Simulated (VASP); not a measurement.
# Ta3B2N (P4/mmm) in VASP: further runs

The runs below take Ta3B2N through single point, with PBE.

Everything below comes from runs of VASP 6.6.1. Logs are shortened: lines on timing, memory, paths and dates and some standing lists are left out, and cuts for length are marked.

### Step 1. The cell of the first run

Symmetry: P4/mmm, No. 123, tetragonal system. The conventional cell has a = 3.043 Å, b = 3.043 Å, c = 8.651 Å, α = 90.00°, β = 90.00°, γ = 90.00°. Within 2.6 Å of Ta (site symmetry 4mm) lie 1 N at 1.96 Å and 1 B at 2.37 Å. Ta (site symmetry 4/mmm) has 4 B at 2.15 Å within 2.8 Å. B (site symmetry 4/mmm) has 6 Ta at 2.15 to 2.37 Å within 2.8 Å. B (site symmetry 4/mmm) has 4 N at 2.15 Å within 2.8 Å. N (site symmetry 4/mmm) has 2 Ta at 1.96 Å and 4 B at 2.15 Å within 2.6 Å.

### Step 2. Single point, PBE

INCAR

```
SYSTEM = Ta3B2N
PREC = Accurate
ENCUT = 520
EDIFF = 1E-6
ISMEAR = 0
SIGMA = 0.1
LREAL = .False.
LASPH = .True.
NELM = 60
ALGO = Normal
ISIF = 2
LWAVE = .False.
LCHARG = .False.
GGA = PE
NBANDS = 31
```

KPOINTS

```
Automatic mesh
0
Gamma
  4 4 4
  0 0 0
```

POSCAR

```
Ta3B2N
1.0
    3.0425179269      0.0000000000      0.0000000000
    0.0000000000      3.0425179269      0.0000000000
    0.0000000000      0.0000000000      8.6507364843
Ta B N
3 2 1
Direct
    0.0000000000      0.0000000000      0.2259951693
    0.0000000000      0.0000000000      0.7740048307
    0.5000000000      0.5000000000      0.5000000000
    0.0000000000      0.0000000000      0.5000000000
    0.5000000000      0.5000000000      0.0000000000
    0.0000000000      0.0000000000      0.0000000000
```

Potentials or basis: VASP PAW PBE potentials, release 64 (Ta_pv, B, N).

Started as:

```console
$ cat potpaw_PBE.64/Ta_pv/POTCAR potpaw_PBE.64/B/POTCAR potpaw_PBE.64/N/POTCAR > POTCAR
$ mpirun -np 1 vasp_std > vasp.out
```

OUTCAR:

```text
SYSTEM = Ta3B2N
   PREC = Accurate
   ENCUT = 520
   EDIFF = 1E-6
   ISMEAR = 0
   LREAL = .False.
   LASPH = .True.
   NELM = 60
   ISIF = 2
   GGA = PE

 ion  position               nearest neighbor table
   1  0.000  0.000  0.226-   6 1.96   4 2.37   3 3.20   3 3.20   3 3.20   3 3.20
   2  0.000  0.000  0.774-   6 1.96   4 2.37   3 3.20   3 3.20   3 3.20   3 3.20
   3  0.500  0.500  0.500-   4 2.15   4 2.15   4 2.15   4 2.15   2 3.20   2 3.20   1 3.20   2 3.20
                             1 3.20   1 3.20   2 3.20   1 3.20
   4  0.000  0.000  0.500-   3 2.15   3 2.15   3 2.15   3 2.15   1 2.37   2 2.37
   5  0.500  0.500  0.000-
   6  0.000  0.000  0.000-   1 1.96   2 1.96

  LATTYP: Found a simple tetragonal cell.
 ALAT       =     3.0425179269
 C/A-ratio  =     2.8432820092

  Lattice vectors:

 A1 = (   3.0425179269,   0.0000000000,   0.0000000000)
 A2 = (   0.0000000000,   3.0425179269,   0.0000000000)
 A3 = (   0.0000000000,   0.0000000000,   8.6507364843)

Analysis of symmetry for initial positions (statically):
=====================================================================
 Subroutine PRICEL returns:
 Original cell was already a primitive cell.

 Routine SETGRP: Setting up the symmetry group for a
 simple tetragonal supercell.

 Subroutine GETGRP returns: Found 16 space group operations
 (whereof 16 operations were pure point group operations)
 out of a pool of 16 trial point group operations.

The static configuration has the point symmetry D_4h.

Analysis of symmetry for dynamics (positions and initial velocities):
=====================================================================
 Subroutine PRICEL returns:
 Original cell was already a primitive cell.

 Routine SETGRP: Setting up the symmetry group for a
 simple tetragonal supercell.

 Subroutine GETGRP returns: Found 16 space group operations
 (whereof 16 operations were pure point group operations)
 out of a pool of 16 trial point group operations.

The dynamic configuration has the point symmetry D_4h.

 Subroutine INISYM returns: Found 16 space group operations
 (whereof 16 operations are pure point group operations),
 and found     1 'primitive' translations

----------------------------------------------------------------------------------------

                                     Primitive cell

  volume of cell :      80.0791

  direct lattice vectors                    reciprocal lattice vectors
[... 90 lines left out ...]
   EDIFFG = 0.1E-04   stopping-criterion for IOM
   NSW    =      0    number of steps for IOM
   IBRION =     -1    ionic relax: 0-MD 1-quasi-New 2-CG
   NFREE  =      0    steps in history (QN), initial steepest desc. (CG)
   ISIF   =      2    stress and relaxation
   ISYM   =      2    0-nonsym 1-usesym 2-fastsym
   POTIM  = 0.5000    time-step for ionic-motion
   TEBEG  =    0.0;   TEEND  =   0.0 temperature during run
   PSTRESS=    0.0 pullay stress
   NELECT =      44.0000    total number of electrons
   NUPDOWN=      -1.0000    fix difference up-down
   EMIN   =  10.00;   EMAX   =-10.00  energy-range for DOS
   EFERMI =   0.00;   METHOD = LEGACY
   ISMEAR =     0;   SIGMA  =   0.10  broadening in eV -4-tet -1-fermi 0-gaus
   EFERMI_NEDOS =   21; number of points for ismear=-14 and -15
   IALGO  =     38    algorithm
   IMIX   =      4    mixing-type and parameters
     AMIX     =   0.40;   BMIX     =  1.00
     AMIX_MAG =   1.60;   BMIX_MAG =  1.00
  volume/ion in A,a.u.               =      13.35        90.07
  Fermi-wavevector in a.u.,A,eV,Ry     =   1.340868  2.533873 24.462271  1.797926
  Thomas-Fermi vector in A             =   2.469147
   LORBIT       =      0    0 simple, 1 ext, 2 COOP (PROOUT), +10 PAW based schemes
   GGA     = PE    functional components
   LHFCALC =     F    Hartree Fock is set to
   AEXX    =    0.0000 exact exchange contribution
   IVDW    =     0    specifies the selected vdW correction
   LEPSILON=     F    determine dielectric tensor
   LRPA    =     F    only Hartree local field effects (RPA)
 non-spin polarized calculation
 Gauss-broadening in eV      SIGMA  =   0.10
  energy-cutoff  :      520.00
  volume of cell :       80.08
 maximum number of plane-waves:      2180
 NGX is ok and might be reduce to    24
   NGX = 11   NGY = 11   NGZ = 33

 number of electron      44.0000005 magnetization

 Free energy of the ion-electron system (eV)
  ---------------------------------------------------
  ext. energy  EPLUGINS =         0.00000000
  ---------------------------------------------------
  free energy    TOTEN  =       -54.77498410 eV

  energy without entropy =      -54.74803659  energy(sigma->0) =      -54.76151034

 E-fermi :   5.7801     XC(G=0): -12.1431

 val. band max:        5.7396657178   @ k =   0.5000   0.2500   0.0000
 cond. band min:       5.8394479443   @ k =   0.5000   0.2500   0.2500
 fundamental gap:      0.0997822265
 Fermi energy:         5.7800613518

 k-point     1 :       0.0000    0.0000    0.0000
  band No.  band energies     occupation
      1     -29.1788      2.00000
      2     -29.1568      2.00000
      3     -28.8015      2.00000
      4     -28.8015      2.00000
      5     -28.7956      2.00000
      6     -28.7956      2.00000
[... 601 lines left out ...]
     30      11.3034      0.00000
     31      11.3035      0.00000

------------------------ aborting loop because EDIFF is reached ----------------------------------------

  FORCE on cell =-STRESS in cart. coord.  units (eV):
  Direction    XX          YY          ZZ          XY          YZ          ZX
  --------------------------------------------------------------------------------------
  -------------------------------------------------------------------------------------
  Total        0.0726297      0.0726297      0.3441042      0.0000000      0.0000000      0.0000000
  in kB        1.4531343      1.4531343      6.8846393      0.0000000      0.0000000      0.0000000
  external PRESSURE =       3.2636359 kB  Pullay stress =       0.0000000 kB

 VOLUME and BASIS-vectors are now :
 -----------------------------------------------------------------------------
  energy-cutoff  :      520.00
  volume of cell :       80.08
      direct lattice vectors                 reciprocal lattice vectors
     3.042517927  0.000000000  0.000000000     0.328675138  0.000000000  0.000000000
     0.000000000  3.042517927  0.000000000     0.000000000  0.328675138  0.000000000
     0.000000000  0.000000000  8.650736484     0.000000000  0.000000000  0.115597094

 POSITION                                       TOTAL-FORCE (eV/Angst)
 -----------------------------------------------------------------------------------
      0.00000      0.00000      1.95502        -0.000000      0.000000      0.051803
      0.00000      0.00000      6.69571         0.000000     -0.000000     -0.051803
      1.52126      1.52126      4.32537         0.000000     -0.000000      0.000000
      0.00000      0.00000      4.32537         0.000000     -0.000000      0.000000
      1.52126      1.52126      0.00000         0.000000     -0.000000      0.000000
      0.00000      0.00000      0.00000         0.000000     -0.000000      0.000000
 -----------------------------------------------------------------------------------
    total drift:                                0.000000      0.000000     -0.000000

  FREE ENERGIE OF THE ION-ELECTRON SYSTEM (eV)
  ---------------------------------------------------
  free  energy   TOTEN  =       -54.7749840963 eV

  energy  without entropy=      -54.7480365891  energy(sigma->0) =      -54.76151034
```

OSZICAR:

```text
N       E                     dE             d eps       ncg     rms          rms(c)
DAV:   1     0.364413867697E+03    0.36441E+03   -0.23735E+04  1116   0.143E+03
DAV:   2    -0.427267697954E+02   -0.40714E+03   -0.39260E+03  1259   0.408E+02
DAV:   3    -0.624536549272E+02   -0.19727E+02   -0.19202E+02  1469   0.806E+01
DAV:   4    -0.628307693356E+02   -0.37711E+00   -0.37507E+00  1378   0.102E+01
DAV:   5    -0.628375893523E+02   -0.68200E-02   -0.68176E-02  1419   0.124E+00    0.341E+01
DAV:   6    -0.555400466329E+02    0.72975E+01   -0.52713E+01  1474   0.321E+01    0.137E+01
DAV:   7    -0.550811818766E+02    0.45886E+00   -0.98611E+00  1395   0.135E+01    0.824E+00
DAV:   8    -0.547803631032E+02    0.30082E+00   -0.12639E+00  1446   0.892E+00    0.237E+00
DAV:   9    -0.547754433890E+02    0.49197E-02   -0.84776E-02  1331   0.161E+00    0.413E-01
DAV:  10    -0.547749718001E+02    0.47159E-03   -0.47559E-03  1446   0.397E-01    0.240E-01
DAV:  11    -0.547749988248E+02   -0.27025E-04   -0.72490E-04  1515   0.172E-01    0.579E-02
DAV:  12    -0.547749940309E+02    0.47939E-05   -0.17489E-04  1494   0.754E-02    0.184E-02
DAV:  13    -0.547749859264E+02    0.81044E-05   -0.22705E-05  1436   0.303E-02    0.751E-03
DAV:  14    -0.547749843043E+02    0.16221E-05   -0.66853E-06  1286   0.134E-02    0.368E-03
DAV:  15    -0.547749840963E+02    0.20799E-06   -0.60394E-07   873   0.507E-03
   1 F= -.54774984E+02 E0= -.54761510E+02  d E =-.269475E-01
```

stdout:

```text
POSCAR found type information on POSCAR TaB N
 POSCAR found :  3 types and       6 ions
 scaLAPACK will be used
 LDA part: xc-table for (Slater+PW92), standard interpolation
 POSCAR, INCAR and KPOINTS ok, starting setup
 FFT: planning ... GRIDC
 FFT: planning ... GRID_SOFT
 FFT: planning ... GRID
 WAVECAR not read
 entering main loop
```

Run time: 20 s. Hardware: 1 thread of Intel Xeon 6975P-C (Granite Rapids), shared host; peak memory 0.2 GiB.

What came out:

```
Free energy            : -54.7750 eV
Pressure               : 0.3 GPa
Largest force          : 0.052 eV/Å
Band gap on the k mesh : zero (band 22 reaches 6.75 eV, above the bottom of band 23 at 5.67 eV)
```

Forces on the atoms (eV/Å):
```
Ta   0.000  0.000  0.052
Ta   0.000  0.000 -0.052
Ta   0.000  0.000  0.000
B    0.000  0.000  0.000
B    0.000  0.000  0.000
N    0.000  0.000  0.000
```

Levels at points of the mesh, in eV from the Fermi level:
```csv
k point,band 19,band 20,band 21,band 22,band 23,band 24,band 25,band 26
"(0.00, 0.00, 0.00)",-2.30,-1.96,-1.25,0.90,0.90,1.70,1.70,2.02
"(0.50, 0.00, 0.00)",-2.75,-1.74,-1.57,-0.94,0.66,0.92,1.80,2.39
"(0.50, 0.50, 0.00)",-1.71,-1.71,-1.62,0.10,1.50,1.50,3.06,3.30
"(0.00, 0.00, 0.50)",-2.09,-1.15,-0.35,-0.20,1.06,1.06,1.47,1.47
"(0.50, 0.00, 0.50)",-2.43,-2.33,-1.50,-1.18,0.42,1.38,1.76,2.62
"(0.50, 0.50, 0.50)",-2.17,-2.17,-1.09,-0.78,1.28,1.28,1.46,4.07
```

Caveat: the k points lie up to 0.52 Å⁻¹ apart; spin-orbit coupling is left out, which moves the levels of the heavy elements.

[end of part 1 of 2]
